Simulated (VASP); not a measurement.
# As (Im-3m) in VASP: further runs

As is run at these levels: r2SCAN; tasks: single point.

Everything below comes from runs of VASP 6.6.1. Logs are shortened: lines on timing, memory, paths and dates and some standing lists are left out, and cuts for length are marked.

## (1) The cell of the first run

The structure is cubic, space group Im-3m (No. 229). The conventional cell has a = 3.211 Å, b = 3.211 Å, c = 3.211 Å, α = 90.00°, β = 90.00°, γ = 90.00°. Within 3.7 Å of As (site symmetry m-3m) lie 14 As at 2.78 to 3.21 Å.

## (2) Single point, r2SCAN (volume scaled by 0.88)

POSCAR reads:

```
As
1.0
   -1.6054252206      1.6054252206      1.6054252206
    1.6054252206     -1.6054252206      1.6054252206
    1.6054252206      1.6054252206     -1.6054252206
As
1
Direct
    0.0000000000      0.0000000000      0.0000000000
```

INCAR.step1 reads:

```
SYSTEM = As
ALGO = Normal
EDIFF = 1E-5
ENCUT = 550
GGA = PE
GGA_COMPAT = .False.
ISMEAR = -1
LASPH = .True.
LCHARG = .False.
LREAL = .False.
LWAVE = .True.
NBANDS = 8
NELM = 120
PREC = Accurate
SIGMA = 0.1
```

INCAR.step2 reads:

```
SYSTEM = As
ALGO = Normal
EDIFF = 1E-6
ENCUT = 550
GGA_COMPAT = .False.
ISIF = 2
ISMEAR = -1
ISTART = 1
LASPH = .True.
LCHARG = .False.
LMIXTAU = .True.
LREAL = .False.
LWAVE = .False.
METAGGA = R2SCAN
NBANDS = 8
NELM = 120
PREC = Accurate
SIGMA = 0.1
```

KPOINTS reads:

```
k-points
0
Gamma
  15 15 15
  0 0 0
```

Potentials or basis: VASP PAW PBE potentials, release 64 (As).

Run with:

```bash
$ cat potpaw_PBE.64/As/POTCAR > POTCAR
$ cp INCAR.step1 INCAR
$ mpirun -np 1 vasp_std > vasp.out
$ cp INCAR.step2 INCAR
$ mpirun -np 1 vasp_std > vasp.out
```

OUTCAR:

```text
SYSTEM = As
   EDIFF = 1E-6
   ENCUT = 550
   ISIF = 2
   ISMEAR = -1
   ISTART = 1
   LASPH = .True.
   LREAL = .False.
   METAGGA = R2SCAN
   NELM = 120
   PREC = Accurate

 ion  position               nearest neighbor table
   1  0.000  0.000  0.000-

  LATTYP: Found a body centered cubic cell.
 ALAT       =     3.2108504412

  Lattice vectors:

 A1 = (  -1.6054252206,   1.6054252206,   1.6054252206)
 A2 = (   1.6054252206,  -1.6054252206,   1.6054252206)
 A3 = (   1.6054252206,   1.6054252206,  -1.6054252206)

Analysis of symmetry for initial positions (statically):
=====================================================================
 Subroutine PRICEL returns:
 Original cell was already a primitive cell.

 Routine SETGRP: Setting up the symmetry group for a
 body centered cubic supercell.

 Subroutine GETGRP returns: Found 48 space group operations
 (whereof 48 operations were pure point group operations)
 out of a pool of 48 trial point group operations.

The static configuration has the point symmetry O_h .

Analysis of symmetry for dynamics (positions and initial velocities):
=====================================================================
 Subroutine PRICEL returns:
 Original cell was already a primitive cell.

 Routine SETGRP: Setting up the symmetry group for a
 body centered cubic supercell.

 Subroutine GETGRP returns: Found 48 space group operations
 (whereof 48 operations were pure point group operations)
 out of a pool of 48 trial point group operations.

The dynamic configuration has the point symmetry O_h .

 Subroutine INISYM returns: Found 48 space group operations
 (whereof 48 operations are pure point group operations),
 and found     1 'primitive' translations

----------------------------------------------------------------------------------------

                                     Primitive cell

  volume of cell :      16.5512

  direct lattice vectors                    reciprocal lattice vectors
    -1.605425221  1.605425221  1.605425221     0.000000000  0.311443967  0.311443967
     1.605425221 -1.605425221  1.605425221     0.311443967  0.000000000  0.311443967
     1.605425221  1.605425221 -1.605425221     0.311443967  0.311443967  0.000000000

  length of vectors
     2.780678050  2.780678050  2.780678050     0.440448283  0.440448283  0.440448283

  position of ions in fractional coordinates (direct lattice)
     0.000000000  0.000000000  0.000000000

  ion indices of the primitive-cell ions
   primitive index   ion index
                 1           1

----------------------------------------------------------------------------------------

 KPOINTS: k-points

Automatic generation of k-mesh.
 Grid dimensions read from file:
 generate k-points for:   15   15   15

 Generating k-lattice:

  Cartesian coordinates                     Fractional coordinates (reciprocal lattice)
     0.000000000  0.020762931  0.020762931     0.066666667  0.000000000  0.000000000
     0.020762931  0.000000000  0.020762931     0.000000000  0.066666667  0.000000000
     0.020762931  0.020762931  0.000000000     0.000000000  0.000000000  0.066666667

  Length of vectors
     0.029363219  0.029363219  0.029363219

  Shift w.r.t. Gamma in fractional coordinates (k-lattice)
     0.000000000  0.000000000  0.000000000

 Subroutine IBZKPT returns following result:
 ===========================================

 Found    120 irreducible k-points:

 Following reciprocal coordinates:
            Coordinates               Weight
  0.000000  0.000000  0.000000      1.000000
  0.066667  0.000000  0.000000     12.000000
  0.133333  0.000000  0.000000     12.000000
  0.200000  0.000000  0.000000     12.000000
  0.266667  0.000000  0.000000     12.000000
  0.333333  0.000000  0.000000     12.000000
[... 16 lines left out ...]
  0.333333  0.200000 -0.000000     48.000000
  0.400000  0.200000  0.000000     24.000000
 [... further k-points ...]
   k-points           NKPTS =    120   k-points in BZ     NKDIM =    120   number of bands    NBANDS=      8
   number of dos      NEDOS =    301   number of ions     NIONS =      1
   total plane-waves  NPLWV =  13824
   dimension x,y,z NGX =    24 NGY =   24 NGZ =   24
   dimension x,y,z NGXF=    48 NGYF=   48 NGZF=   48
   ions per type =               1
   NGX,Y,Z   is equivalent  to a cutoff of  14.35, 14.35, 14.35 a.u.
   NGXF,Y,Z  is equivalent  to a cutoff of  28.70, 28.70, 28.70 a.u.
 SYSTEM =  As
   PREC   = accura    normal or accurate (medium, high low for compatibility)
   ISTART =      1    job   : 0-new  1-cont  2-samecut
   ICHARG =      0    charge: 1-file 2-atom 10-const
   ISPIN  =      1    spin polarized calculation?
   LNONCOLLINEAR =      F non collinear calculations
   LSORBIT =      F    spin-orbit coupling
   LASPH  =      T    aspherical Exc in radial PAW
   ENCUT  =  550.0 eV  40.42 Ry    6.36 a.u.   5.32  5.32  5.32*2*pi/ulx,y,z
   NELM   =    120;   NELMIN=  2; NELMDL=  0     # of ELM steps
   EDIFF  = 0.1E-05   stopping-criterion for ELM
   LREAL  =      F    real-space projection
   EDIFFG = 0.1E-04   stopping-criterion for IOM
   NSW    =      0    number of steps for IOM
   IBRION =     -1    ionic relax: 0-MD 1-quasi-New 2-CG
   NFREE  =      0    steps in history (QN), initial steepest desc. (CG)
   ISIF   =      2    stress and relaxation
   ISYM   =      2    0-nonsym 1-usesym 2-fastsym
   POTIM  = 0.5000    time-step for ionic-motion
   TEBEG  =    0.0;   TEEND  =   0.0 temperature during run
   PSTRESS=    0.0 pullay stress
   NELECT =       5.0000    total number of electrons
   NUPDOWN=      -1.0000    fix difference up-down
   EMIN   =  10.00;   EMAX   =-10.00  energy-range for DOS
   EFERMI =   0.00;   METHOD = LEGACY
   ISMEAR =    -1;   SIGMA  =   0.10  broadening in eV -4-tet -1-fermi 0-gaus
   EFERMI_NEDOS =   21; number of points for ismear=-14 and -15
   IALGO  =     38    algorithm
   IMIX   =      4    mixing-type and parameters
     AMIX     =   0.40;   BMIX     =  1.00
     AMIX_MAG =   1.60;   BMIX_MAG =  1.00
  volume/ion in A,a.u.               =      16.55       111.69
  Fermi-wavevector in a.u.,A,eV,Ry     =   1.098470  2.075807 16.417276  1.206636
  Thomas-Fermi vector in A             =   2.234848
   LORBIT       =      0    0 simple, 1 ext, 2 COOP (PROOUT), +10 PAW based schemes
   METAGGA = R2SCAN    functional components
   LHFCALC =     F    Hartree Fock is set to
   AEXX    =    0.0000 exact exchange contribution
   IVDW    =     0    specifies the selected vdW correction
   LEPSILON=     F    determine dielectric tensor
   LRPA    =     F    only Hartree local field effects (RPA)
 non-spin polarized calculation
  energy-cutoff  :      550.00
  volume of cell :       16.55
 maximum number of plane-waves:       494
 NGX is ok and might be reduce to    24
   NGX = 11   NGY = 11   NGZ = 11

 number of electron       5.0000000 magnetization

 Free energy of the ion-electron system (eV)
  ---------------------------------------------------
  ext. energy  EPLUGINS =         0.00000000
  ---------------------------------------------------
  free energy    TOTEN  =       -14.01539415 eV

  energy without entropy =      -13.99984856  energy(sigma->0) =      -14.00762136

 E-fermi :   7.9879     XC(G=0): -11.9963

 val. band max:        7.9657943719   @ k =  -0.2667   0.3333   0.2000
 cond. band min:       8.0031900764   @ k =   0.2667   0.1333   0.0667
 fundamental gap:      0.0373957045
 Fermi energy:         7.9878954489

 k-point     1 :       0.0000    0.0000    0.0000
  band No.  band energies     occupation
      1      -9.1579      2.00000
      2      15.5016      0.00000
      3      15.5016      0.00000
      4      15.5016      0.00000
      5      22.2774      0.00000
      6      22.2774      0.00000
      7      22.2774      0.00000
      8      25.7229      0.00000

 k-point     2 :       0.0667    0.0000    0.0000
  band No.  band energies     occupation
      1      -9.0260      2.00000
      2      14.5609      0.00000
      3      15.0490      0.00000
      4      15.4074      0.00000
      5      21.6790      0.00000
      6      22.0109      0.00000
      7      22.9571      0.00000
      8      24.4811      0.00000

 k-point     3 :       0.1333    0.0000    0.0000
  band No.  band energies     occupation
      1      -8.6308      2.00000
      2      12.3701      0.00000
      3      14.0523      0.00000
      4      15.1380      0.00000
      5      20.5520      0.00000
      6      20.8621      0.00000
      7      24.4995      0.00000
      8      24.5036      0.00000

 k-point     4 :       0.2000    0.0000    0.0000
  band No.  band energies     occupation
      1      -7.9749      2.00000
      2       9.7347      0.00000
      3      12.9643      0.00000
      4      14.7402      0.00000
      5      19.4497      0.00000
      6      19.6073      0.00000
      7      24.4771      0.00000
      8      25.1278      0.00000

 k-point     5 :       0.2667    0.0000    0.0000
  band No.  band energies     occupation
      1      -7.0648      2.00000
      2       7.0469      1.99984
      3      11.9920      0.00000
      4      14.2934      0.00000
      5      18.5212      0.00000
      6      18.5836      0.00000
      7      24.9286      0.00000
      8      25.9915      0.00000
[... 177 lines left out ...]
 k-point    22 :       0.2667    0.2000    0.0000
  band No.  band energies     occupation
      1      -4.4401      2.00000
      2       3.8003      2.00000
      3       6.7844      1.99999
      4      11.9805      0.00000
      5      19.2426      0.00000
      6      21.5786      0.00000
      7      25.6371      0.00000
      8      28.1782      0.00000

 k-point    23 :       0.3333    0.2000   -0.0000
  band No.  band energies     occupation
      1      -3.1407      2.00000
      2       1.9920      2.00000
      3       6.1750      2.00000
      4      11.6755      0.00000
      5      19.0681      0.00000
      6      22.3155      0.00000
      7      25.6708      0.00000
      8      27.5899      0.00000

 k-point    24 :       0.4000    0.2000    0.0000
  band No.  band energies     occupation
      1      -2.3826      2.00000
      2       1.0421      2.00000
      3       5.9897      2.00000
      4      11.5717      0.00000
      5      18.9946      0.00000
      6      22.6866      0.00000
      7      26.0178      0.00000
      8      26.6457      0.00000

 [... further k-points ...]

------------------------ aborting loop because EDIFF is reached ----------------------------------------

  FORCE on cell =-STRESS in cart. coord.  units (eV):
  Direction    XX          YY          ZZ          XY          YZ          ZX
  --------------------------------------------------------------------------------------
  -------------------------------------------------------------------------------------
  Total        1.4787509      1.4787509      1.4787509      0.0000000      0.0000000      0.0000000
  in kB      143.1447320    143.1447320    143.1447320      0.0000000      0.0000000      0.0000000
  external PRESSURE =     143.1447320 kB  Pullay stress =       0.0000000 kB

 VOLUME and BASIS-vectors are now :
 -----------------------------------------------------------------------------
  energy-cutoff  :      550.00
  volume of cell :       16.55
      direct lattice vectors                 reciprocal lattice vectors
    -1.605425221  1.605425221  1.605425221     0.000000000  0.311443967  0.311443967
     1.605425221 -1.605425221  1.605425221     0.311443967  0.000000000  0.311443967
     1.605425221  1.605425221 -1.605425221     0.311443967  0.311443967  0.000000000

 POSITION                                       TOTAL-FORCE (eV/Angst)
 -----------------------------------------------------------------------------------
      0.00000      0.00000      0.00000         0.000000     -0.000000     -0.000000
 -----------------------------------------------------------------------------------
    total drift:                                0.000000     -0.000000     -0.000000

  FREE ENERGIE OF THE ION-ELECTRON SYSTEM (eV)
  ---------------------------------------------------
  free  energy   TOTEN  =       -14.0153941529 eV

  energy  without entropy=      -13.9998485621  energy(sigma->0) =      -14.00762136
```

Run time: 34 s. Hardware: 1 thread of Intel Xeon 6975P-C, shared host; peak memory 0.15 GiB.

Results:

```
Free energy : -14.0154 eV
Pressure    : 14.3 GPa
```

Levels at points of the mesh, in eV from the Fermi level:
```csv
k point,band 1,band 2,band 3,band 4,band 5,band 6,band 7
"(0.00, 0.00, 0.00)",-17.15,7.51,7.51,7.51,14.29,14.29,14.29
```

Caveat: the PAW data sets were made with another functional, which shifts forces and pressure a little.

## (3) Single point, r2SCAN (volume scaled by 0.92)

POSCAR reads:

```
As
1.0
   -1.6293903242      1.6293903242      1.6293903242
    1.6293903242     -1.6293903242      1.6293903242
    1.6293903242      1.6293903242     -1.6293903242
As
1
Direct
    0.0000000000      0.0000000000      0.0000000000
```

INCAR.step1 reads:

```
SYSTEM = As
  PREC = Accurate
  ENCUT = 550
  ISMEAR = -1
  SIGMA = 0.1
  LREAL = .FALSE.
  LASPH = .TRUE.
  NELM = 120
  NBANDS = 8
  GGA = PE
  ALGO = Normal
  EDIFF = 1E-5
  LWAVE = .TRUE.
  LCHARG = .FALSE.
  GGA_COMPAT = .FALSE.
```

INCAR.step2 reads:

```
SYSTEM = As
  PREC = Accurate
  ENCUT = 550
  EDIFF = 1E-6
  ISMEAR = -1
  SIGMA = 0.1
  LREAL = .FALSE.
  LASPH = .TRUE.
  NELM = 120
  ALGO = Normal
  ISIF = 2
  LWAVE = .FALSE.
  LCHARG = .FALSE.
  METAGGA = R2SCAN
  LMIXTAU = .TRUE.
  NBANDS = 8
  ISTART = 1
  GGA_COMPAT = .FALSE.
```

KPOINTS reads:

```
Automatic mesh
0
G
  15 15 15
  0 0 0
```

Potentials or basis: VASP PAW PBE potentials, release 64 (As).

Run with:

```bash
$ cat potpaw_PBE.64/As/POTCAR > POTCAR
$ cp INCAR.step1 INCAR
$ mpirun -np 1 vasp_std > vasp.out
$ cp INCAR.step2 INCAR
$ mpirun -np 1 vasp_std > vasp.out
```

Wall time 31 s (1 thread of Intel Xeon 6975P-C, shared host); peak memory 0.15 GiB.

It converged, with:

```
Free energy : -14.0680 eV
Pressure    : 8.3 GPa
```

Levels at points of the mesh, in eV from the Fermi level:
| k point | band 1 | band 2 | band 3 | band 4 | band 5 | band 6 |
| --- | --- | --- | --- | --- | --- | --- |
| (0.00, 0.00, 0.00) | -16.69 | 7.06 | 7.06 | 7.06 | 14.05 | 14.05 |

Caveat: the PAW data sets were made with another functional, which shifts forces and pressure a little.

## (4) Single point, r2SCAN (volume scaled by 0.96)

POSCAR reads:

```
As
1.0
   -1.6526704741      1.6526704741      1.6526704741
    1.6526704741     -1.6526704741      1.6526704741
    1.6526704741      1.6526704741     -1.6526704741
As
1
Direct
    0.0000000000      0.0000000000      0.0000000000
```

INCAR.step1 reads:

```
SYSTEM = As
ALGO     = Normal         ! electronic algorithm
EDIFF    = 1E-5           ! SCF threshold, eV
ENCUT    = 550            ! plane-wave cutoff, eV
GGA      = PE             ! functional
GGA_COMPAT= .False.      
ISMEAR   = -1             ! smearing method
LASPH    = .True.         ! aspherical terms in the spheres
LCHARG   = .False.        ! write CHGCAR
LREAL    = .False.        ! projectors in reciprocal space
LWAVE    = .True.         ! write WAVECAR
NBANDS   = 8              ! bands
NELM     = 120            ! most SCF steps
PREC     = Accurate       ! precision mode
SIGMA    = 0.1            ! smearing width, eV
```

INCAR.step2 reads:

```
SYSTEM = As
ALGO     = Normal         ! electronic algorithm
EDIFF    = 1E-6           ! SCF threshold, eV
ENCUT    = 550            ! plane-wave cutoff, eV
GGA_COMPAT= .False.      
ISIF     = 2              ! what is computed and relaxed
ISMEAR   = -1             ! smearing method
ISTART   = 1            
LASPH    = .True.         ! aspherical terms in the spheres
LCHARG   = .False.        ! write CHGCAR
LMIXTAU  = .True.       
LREAL    = .False.        ! projectors in reciprocal space
LWAVE    = .False.        ! write WAVECAR
METAGGA  = R2SCAN         ! meta-GGA
NBANDS   = 8              ! bands
NELM     = 120            ! most SCF steps
PREC     = Accurate       ! precision mode
SIGMA    = 0.1            ! smearing width, eV
```

KPOINTS reads:

```
k-points
0
Gamma
  15 15 15
  0 0 0
```

Run with:

```bash
$ cat potpaw_PBE.64/As/POTCAR > POTCAR
$ cp INCAR.step1 INCAR
$ mpirun -np 1 vasp_std > vasp.out
$ cp INCAR.step2 INCAR
$ mpirun -np 1 vasp_std > vasp.out
```

It took 35 s on 1 thread of Intel Xeon 6975P-C, shared host; peak memory 0.15 GiB.

Results (log left out):

| Item | Value |
| --- | --- |
| Free energy | -14.0954 eV |
| Pressure | 3.5 GPa |

Levels at points of the mesh, in eV from the Fermi level:
| k point | band 1 | band 2 | band 3 | band 4 | band 5 | band 6 |
| --- | --- | --- | --- | --- | --- | --- |
| (0.00, 0.00, 0.00) | -16.26 | 6.65 | 6.65 | 6.65 | 13.83 | 13.83 |

Caveat: the PAW data sets were made with another functional, which shifts forces and pressure a little.

## (5) The runs side by side

```tsv
cell	gap on the mesh (eV)	pressure (GPa)
a = 2.781 Å, angles 109.5°, 1 atom	none	14.3
a = 2.822 Å, angles 109.5°, 1 atom	none	8.3
a = 2.863 Å, angles 109.5°, 1 atom	none	3.5
```

Alike in all rows: task single point; level r2SCAN; potentials or basis VASP PAW PBE potentials, release 64 (As); no spin polarisation; k mesh 15 × 15 × 15; cutoff (eV) 550; smearing fermi-dirac 0.1 eV.

Caveats: the PAW data sets were made with another functional, which shifts forces and pressure a little.

Total energies depend on the potentials used, so only differences within one code and one set of settings carry meaning.
